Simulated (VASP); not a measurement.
Set up this calculation in VASP 6.6.1, as the native input.

```
Task                   : single point
Functional             : LDA
Potentials or basis    : VASP PAW LDA potentials, release 64 (Si)
Cutoff                 : 520 eV
k mesh                 : 16 × 16 × 16
Occupations            : fermi-dirac, width 0.1 eV
Spin                   : no spin polarisation
Dipole correction      : no
Further INCAR settings : ALGO = Normal; EDIFF = 1e-06; NBANDS = 8
```

The structure of Si lies in POSCAR:

```
Si
1.0
    2.1990327542      0.0000000000      0.0000000000
    0.0000000000      2.1990327542      0.0000000000
    0.0000000000      0.0000000000      2.1990327542
Si
1
Direct
    0.0000000000      0.0000000000      0.0000000000
```

This cell differs from its parent crystal: volume scaled by 0.68.

The input as run:

INCAR

```
PREC     = Accurate       # precision mode
ENCUT    = 520            # plane-wave cutoff, eV
EDIFF    = 1E-6           # SCF threshold, eV
ISMEAR   = -1             # smearing method
SIGMA    = 0.1            # smearing width, eV
LREAL    = F              # projectors in reciprocal space
LASPH    = T              # aspherical terms in the spheres
NELM     = 80             # most SCF steps
ALGO     = Normal         # electronic algorithm
ISIF     = 2              # what is computed and relaxed
LWAVE    = F              # write WAVECAR
LCHARG   = F              # write CHGCAR
GGA      = CA             # functional
NBANDS   = 8              # bands
```

KPOINTS

```
regular mesh
0
Gamma
  16 16 16
```

Potentials or basis: VASP PAW LDA potentials, release 64 (Si).

Launch:

```sh
$ cat potpaw_LDA.64/Si/POTCAR > POTCAR
$ mpirun -np 1 vasp_std > vasp.out
```

Results of the run:

```json
{
  "Pressure": "92.7 GPa",
  "Band gap on the k mesh": "zero (band 2 reaches 21.84 eV, above the bottom of band 3 at 11.99 eV)"
}
```

It took 4.2 s on 1 thread of Intel(R) Xeon(R) Platinum 8488C (Sapphire Rapids), with other jobs on the host, peak memory 0.11 GiB.
